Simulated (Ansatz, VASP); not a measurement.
## One calculation of NaScTe2, two programs

INCAR

```
SYSTEM = NaScTe2
PREC = Accurate ; ENCUT = 520
EDIFF = 1E-7 ; ISMEAR = 0
SIGMA = 0.1 ; LREAL = .False.
LASPH = .True. ; NELM = 100
ALGO = Normal ; ISIF = 2
LWAVE = .False. ; LCHARG = .False.
GGA = PE ; NBANDS = 23
```

Contents of KPOINTS:

```
regular mesh
0
Gamma
  4 4 2
  0 0 0
```

File POSCAR:

```
NaScTe2
1.0
    2.6847738200     -2.9041779800      0.0000000000
    2.6847738200      2.9041779800      0.0000000000
    0.0000000000      0.0000000000      9.5045426400
Na Sc Te
1 1 2
Direct
    0.0000000000      0.0000000000      0.0000000000
    0.5000000000      0.5000000000      0.0000000000
    0.5000000000      0.5000000000      0.2322008500
    0.5000000000      0.5000000000      0.7677991500
```

Input for Ansatz:

```yaml
crystal:
  lattice:
    - [2.68477382, -2.90417798, 0.0]
    - [2.68477382, 2.90417798, 0.0]
    - [0.0, 0.0, 9.50454264]
  atoms:
    - { symbol: Na, position: [0.0, 0.0, 0.0] }
    - { symbol: Sc, position: [0.5, 0.5, 0.0] }
    - { symbol: Te, position: [0.5, 0.5, 0.23220085] }
    - { symbol: Te, position: [0.5, 0.5, 0.76779915] }
basis:
  ecutwfc: 420
kpoints:
  mp_grid: { grid: [4, 4, 2] }
hamiltonian:
  xc: pbe
scf:
  occupations: { method: gaussian, width: 0.1 }
  lower_state_search: "off"
output:
  forces: true
  stress: true
  eigenvalues: true
```

Alike in both runs: task single point; functional PBE; k mesh 4 × 4 × 2; occupations gaussian, width 0.1 eV; no spin polarisation.

```csv
,VASP,Ansatz
version,VASP 6.6.1,Ansatz 0.2.0
potentials or method,"VASP PAW PBE potentials, release 64 (Na_pv, Sc_sv, Te), cutoff 520 eV","scalar-relativistic, plane waves, PAW"
valence electrons in the cell,30,52
```

```csv
,VASP,Ansatz,Ansatz less VASP
gap on the k mesh at the Fermi level (eV),none,none,-
pressure (GPa),16.5,16.6,+0.05
"traceless stress, the component that is largest in VASP (GPa)",23.86,23.98,+0.113
rms of the force components (eV/Å),3.485,3.497,+0.0114
```

Atom by atom the forces differ by 0.011 eV/Å (rms over components). A gap of «none» marks a metal or a gap that the smearing closes. VASP's potentials hold 30 valence electrons a cell and Ansatz's 52, so a difference there can come from the potentials and not from the codes.

The k mesh is coarse, so the values compare programs but aren't converged. Spin-orbit coupling is off throughout.
